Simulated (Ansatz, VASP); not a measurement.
# Si2Mo: VASP beside Ansatz

INCAR

```
SYSTEM = Si2Mo
ALGO = Normal
EDIFF = 1E-7
ENCUT = 520
GGA = PS
ISIF = 2
ISMEAR = -1
LASPH = .True.
LCHARG = .False.
LREAL = .False.
LWAVE = .False.
NBANDS = 18
NELM = 60
PREC = Accurate
SIGMA = 0.08
```

KPOINTS

```
k-points
0
Gamma
  16 16 16
  0 0 0
```

POSCAR

```
Si2Mo
1.0
   -1.6276525000      1.5883475000      3.9305000000
    1.5883475000     -1.6276525000      3.9305000000
    1.6116525000      1.6116525000     -3.9465000000
Si Mo
2 1
Direct
    0.3330000000      0.3330000000      0.0000000000
    0.6670000000      0.6670000000      0.0000000000
    0.0000000000      0.0000000000      0.0000000000
```

Input for Ansatz:

```yaml
crystal:
  lattice:
    - [-1.6276525, 1.5883475, 3.9305]
    - [1.5883475, -1.6276525, 3.9305]
    - [1.6116525, 1.6116525, -3.9465]
  atoms:
    - { symbol: Si, position: [0.333, 0.333, 0.0] }
    - { symbol: Si, position: [0.667, 0.667, 0.0] }
    - { symbol: Mo, position: [0.0, 0.0, 0.0] }
kpoints:
  mp_grid: { grid: [16, 16, 16] }
  band_path:
    path:
      - [0.0, 0.0, 0.0]
      - [-0.5, -0.5, 0.5]
      - [-0.9213913459, -0.0786086541, 0.5]
      - [-0.0786086541, 0.0786086541, -0.5]
      - [0.0, 0.0, -0.5]
      - [0.0, 0.0, 0.0]
      - [-0.5, 0.5, 0.0]
      - [-0.5, 0.0, 0.0]
      - [0.0, 0.0, 0.0]
    npoints: 5
scf:
  occupations: { method: fermi_dirac, width: 0.08 }
hamiltonian:
  xc: pbesol
  pseudopotentials: { kind: all_electron, lapw: { basis_error: 0.001 } }
output:
  forces: true
  stress: true
  eigenvalues: true
```

Change from the starting cell: equal xy, yz and zx shear strains of -1 %.

Alike in both runs: task single point; functional PBEsol; k mesh 16 × 16 × 16; occupations fermi-dirac, width 0.08 eV; no spin polarisation.

|  | VASP | Ansatz |
| --- | --- | --- |
| version | VASP 6.6.1 | Ansatz 0.2.0 |
| potentials or method | VASP PAW PBE potentials, release 64 (Si, Mo_sv), cutoff 520 eV | all-electron LAPW, scalar-relativistic |

```csv
,VASP,Ansatz,Ansatz less VASP
pressure (GPa),-2.3,-2.6,-0.32
"traceless stress, the component that is largest in VASP (GPa)",2.05,2.05,-0.003
rms of the force components (eV/Å),0.151,0.153,+0.0018
```

VASP's potentials were made for PBE, not for PBEsol. Atom by atom the forces differ by 0.002 eV/Å (rms over components). Ansatz ran all-electron here, and VASP with PAW potentials.
